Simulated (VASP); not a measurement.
Input of a VASP 6.6.1 run:

INCAR

```
PREC = Accurate
ENCUT = 600
EDIFF = 1E-6
ISMEAR = 0
SIGMA = 0.1
LREAL = F
LASPH = T
NELM = 80
ALGO = Normal
ISIF = 4
LWAVE = F
LCHARG = F
GGA = PE
IBRION = 2
NSW = 50
EDIFFG = -0.01
KPAR = 4
```

Contents of KPOINTS:

```
regular mesh
0
Gamma
  12 12 4
```

Contents of POSCAR:

```
Ge2Cl
1.0
    4.0238847154      0.0000000000      0.0000000000
   -2.0119423577      3.4847863854      0.0000000000
    0.0000000000      0.0000000000     10.9144859613
Ge Cl
4 2
Direct
    0.3333333333      0.6666666667      0.1822277152
    0.6666666667      0.3333333333      0.8177722848
    0.0000000000      0.0000000000      0.1118536646
    0.0000000000      0.0000000000      0.8881463354
    0.3333333333      0.6666666667      0.3789225904
    0.6666666667      0.3333333333      0.6210774096
```

Potentials or basis: VASP PAW PBE potentials, release 64 (Ge_d, Cl).

The run is started by

```console
$ cat potpaw_PBE.64/Ge_d/POTCAR potpaw_PBE.64/Cl/POTCAR > POTCAR
$ mpirun -np 4 vasp_std > vasp.out
```

Problem. Estimate the band gap on the k mesh.

Solution. 0.36 eV.

Step by step:
| step | energy change (eV) | largest force (eV/Å) | pressure (GPa) | volume (Å³) |
| --- | --- | --- | --- | --- |
| 1 | 0.0000 | 0.3275 | 3.35 | 153.05 |
| 2 | 0.0032 | 0.3882 | 2.69 | 153.05 |
| 3 | -0.0039 | 0.0876 | 3.06 | 153.05 |
| 4 | -0.0053 | 0.0743 | 3.00 | 153.05 |
| 5 | -0.0067 | 0.1353 | 2.89 | 153.05 |
| 6 | -0.0079 | 0.1039 | 2.86 | 153.05 |
| 7 | -0.0102 | 0.0378 | 2.75 | 153.05 |
| 8 | -0.0088 | 0.1483 | 2.56 | 153.05 |
| 9 | -0.0106 | 0.0433 | 2.69 | 153.05 |
| 10 | -0.0111 | 0.0232 | 2.62 | 153.05 |
| 11 | -0.0111 | 0.0140 | 2.57 | 153.05 |
| 12 | -0.0112 | 0.0161 | 2.59 | 153.05 |
| 13 | -0.0112 | 0.0160 | 2.59 | 153.05 |
| 14 | -0.0112 | 0.0092 | 2.57 | 153.05 |

A k mesh can miss the band edges.
